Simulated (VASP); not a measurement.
Wanted: the native input for a VASP 6.6.1 run.

```
Task                   : single point
Functional             : PBE exchange alone
Potentials or basis    : VASP PAW PBE potentials, release 64 (Ga_d, N)
Cutoff                 : 520 eV
k mesh                 : 10 × 10 × 5
Occupations            : fermi-dirac, width 0.05 eV
Spin                   : no spin polarisation
Dipole correction      : no
Further INCAR settings : ALGO = Normal; EDIFF = 1e-06; NBANDS = 26
```

The structure of GaN lies in POSCAR:

```
GaN
1.0
    3.1150838257      0.0000000000      0.0000000000
   -1.5575419129      2.6977417280      0.0000000000
    0.0000000000      0.0000000000      5.0605418376
Ga N
2 2
Direct
    0.6666666667      0.3333333333      0.5000000000
    0.3333333333      0.6666666667      0.0000000000
    0.6666666667      0.3333333333      0.8750000000
    0.3333333333      0.6666666667      0.3750000000
```

These files were run (other wordings do the same):

INCAR

```
PREC = Accurate ; ENCUT = 520
EDIFF = 1E-6 ; ISMEAR = -1
SIGMA = 0.05 ; LREAL = False
LASPH = True ; NELM = 100
ALGO = Normal ; ISIF = 2
LWAVE = False ; LCHARG = True
GGA = PE ; ALDAC = 0.0
AGGAC = 0.0 ; LELF = True
LVHAR = True ; NBANDS = 26
```

KPOINTS

```
Automatic mesh
0
Gamma
  10 10 5
```

Potentials or basis: VASP PAW PBE potentials, release 64 (Ga_d, N).

Launch:

```bash
$ cat potpaw_PBE.64/Ga_d/POTCAR potpaw_PBE.64/N/POTCAR > POTCAR
$ mpirun -np 1 vasp_std > vasp.out
```

It gave:

```json
{
 "Pressure": "43.4 GPa",
 "Largest force": "0.150 eV/Å",
 "Band gap on the k mesh": "2.50 eV"
}
```

Caveat: the cell stands under pressure.

Run time: 41 s on 1 thread of Intel(R) Xeon(R) Platinum 8488C (Sapphire Rapids) (shared host), peak memory 0.18 GiB.
